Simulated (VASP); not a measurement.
Crystal: Ta.

```
Ta
1.0
    -1.65290    1.65290    1.65290
     1.65290   -1.65290    1.65290
     1.65290    1.65290   -1.65290
Ta
1
Direct
  0.00000 0.00000 0.00000
```

- Program: VASP 6.6.1
- Task: relaxation of cell and atoms
- Functional: BLYP
- Potentials or basis: VASP PAW PBE potentials, release 64 (Ta_pv)
- Cutoff: 600 eV
- k mesh: 13 × 13 × 13
- Occupations: fermi-dirac, width 0.1 eV
- Spin: no spin polarisation

At the start: pressure 9.9 GPa; volume 18.06 Å³/atom.

Task: Where does the relaxation end?

Result: Over 4 steps the energy falls by 27.3 meV/atom and the volume is 18.99 Å³/atom (+5.1 %); space group Im-3m (No. 229, to 0.05 Å).

The path:
| step | energy change (eV) | largest force (eV/Å) | pressure (GPa) | volume (Å³) |
| --- | --- | --- | --- | --- |
| 1 | 0.0000 | 0.0000 | 9.89 | 18.06 |
| 2 | 0.0885 | 0.0000 | -15.76 | 21.14 |
| 3 | -0.0273 | 0.0000 | -0.32 | 19.02 |
| 4 | -0.0273 | 0.0000 | -0.02 | 18.99 |

Final structure:
```
Ta
1.0
    -1.68058    1.68058    1.68058
     1.68058   -1.68058    1.68058
     1.68058    1.68058   -1.68058
Ta
1
Direct
  0.00000 0.00000 0.00000
```

Caveat: the PAW data sets were made with another functional, which shifts forces and pressure a little.
